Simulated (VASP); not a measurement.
Write the native input for VASP 6.6.1 that does the following.

```
Task                   : relaxation of cell and atoms
Functional             : r2SCAN
Potentials or basis    : VASP PAW PBE potentials, release 64 (Li_sv, H)
Cutoff                 : 600 eV
k mesh                 : 10 × 10 × 10
Occupations            : gaussian, width 0.01 eV
Spin                   : no spin polarisation
Target pressure        : 2 GPa
Dipole correction      : no
Further INCAR settings : ALGO = Normal; EDIFF = 1e-06; IBRION = 2; EDIFFG = -0.002; NSW = 100; ISIF = 3
```

Crystal: LiH.

```xyz
2
Lattice="2.0023 2.0023 0.0000 -2.0023 2.0023 0.0000 0.0000 2.0023 2.0023" Properties=species:S:1:pos:R:3 pbc="T T T"
Li    0.0000    0.0000    0.0000
H     0.0000    2.0023    0.0000
```

The input as run:

POSCAR

```
LiH
1.0
    2.0023268344      2.0023268344      0.0000000000
   -2.0023268344      2.0023268344      0.0000000000
    0.0000000000      2.0023268344      2.0023268344
Li H
1 1
Direct
    0.0000000000      0.0000000000      0.0000000000
    0.5000000000      0.5000000000      0.0000000000
```

INCAR.step1

```
PREC = Accurate
ENCUT = 600
ISMEAR = 0
SIGMA = 0.01
LREAL = False
LASPH = True
NELM = 60
GGA = PE
ALGO = Normal
EDIFF = 1E-4
LWAVE = True
LCHARG = False
```

INCAR.step2

```
PREC = Accurate
ENCUT = 600
EDIFF = 1E-6
ISMEAR = 0
SIGMA = 0.01
LREAL = False
LASPH = True
NELM = 60
ALGO = Normal
ISIF = 3
LWAVE = False
LCHARG = False
METAGGA = R2SCAN
LMIXTAU = True
IBRION = 2
NSW = 100
EDIFFG = -0.002
PSTRESS = 20.0
ISTART = 1
```

KPOINTS

```
regular mesh
0
Gamma
  10 10 10
```

Potentials or basis: VASP PAW PBE potentials, release 64 (Li_sv, H).

The run is started by

```bash
$ cat potpaw_PBE.64/Li_sv/POTCAR potpaw_PBE.64/H/POTCAR > POTCAR
$ cp INCAR.step1 INCAR
$ mpirun -np 1 vasp_std > vasp.out
$ cp INCAR.step2 INCAR
$ mpirun -np 1 vasp_std > vasp.out
```

Results of the run:

```json
{
  "Relaxed volume": "7.61 Å³/atom",
  "Relaxed cell": "a = 2.782 Å, b = 2.782 Å, c = 2.782 Å, α = 60.00°, β = 60.00°, γ = 90.00°",
  "Space group after relaxing (to 0.1 Å)": "Fm-3m (No. 225)",
  "Energy change on relaxing (the run minimises the enthalpy)": "+1.9 meV/atom",
  "Ionic steps": "4",
  "Pressure after relaxing": "2.0 GPa",
  "Band gap on the k mesh": "3.54 eV"
}
```

Caveat: the cutoff is under 1.25 times the usual one of these potentials, so pressure, stress and relaxed cells hold a basis-set (Pulay) error; the cell is relaxed towards a set pressure, so the run minimises the enthalpy, not the energy; the PAW data sets were made with another functional, which shifts forces and pressure a little.

It took 23 s on 1 thread of Intel(R) Xeon(R) 6975P-C (Granite Rapids), with other jobs on the host, peak memory 0.13 GiB.
